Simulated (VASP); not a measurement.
H:

```
H
1.0
     0.00000    1.77176    1.77176
     1.77176    0.00000    1.77176
     1.77176    1.77176    0.00000
H
1
Direct
  0.00000 0.00000 0.00000
```

```yaml
Program: VASP 6.6.1
Task: relaxation of cell and atoms
Functional: PBE
Potentials_or_basis: VASP PAW PBE potentials, release 64 (H)
Cutoff: 600 eV
k_mesh: 20 × 20 × 20
Occupations: fermi-dirac, width 0.05 eV
Spin: no spin polarisation
```

At the start: pressure -14.2 GPa; volume 11.12 Å³/atom.

Task: How do energy, volume and symmetry change on relaxing?

Result: Over 6 steps the energy falls by 963.2 meV/atom and the volume is 2.97 Å³/atom (-73.3 %); space group Fm-3m (No. 225, to 0.05 Å).

The path:
```tsv
step	energy change (eV)	largest force (eV/Å)	pressure (GPa)	volume (Å³)
1	0.0000	0.0000	-14.17	11.12
2	-0.1447	0.0000	-16.62	9.61
3	-0.4724	0.0000	-21.91	6.88
4	-0.9620	0.0000	-3.54	3.07
5	-0.9617	0.0000	4.38	2.86
6	-0.9632	0.0000	-0.11	2.97
```

Final structure:
```
CELL_PARAMETERS angstrom
0.00000 1.14121 1.14121
1.14121 0.00000 1.14121
1.14121 1.14121 0.00000
ATOMIC_POSITIONS crystal
H 0.00000 0.00000 0.00000
```

Caveat: the volume moved by over 15 % at a fixed basis, so the end points are rough.
